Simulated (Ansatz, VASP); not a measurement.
**Two plane-wave programs on Sn**

```xyz
2
Lattice="0.0000 3.3289 3.3289 3.3289 0.0000 3.3289 3.3289 3.3289 0.0000" Properties=species:S:1:pos:R:3 pbc="T T T"
Sn    3.3289    3.3289    3.3289
Sn    4.9934    4.9934    4.9934
```

Alike in both runs: task single point; functional PBE; k mesh 8 × 8 × 8; occupations gaussian, width 0.03 eV; no spin polarisation.

|  | VASP | Ansatz |
| --- | --- | --- |
| version | VASP 6.6.1 | Ansatz 0.2.0 |
| potentials or method | VASP PAW PBE potentials, release 64 (Sn_d), cutoff 520 eV | plane waves (420 eV) with PAW, scalar-relativistic |
| valence electrons in the cell | 28 | 28 |

```csv
,VASP,Ansatz,Ansatz less VASP
pressure (GPa),-0.1,-0.1,+0.04
```
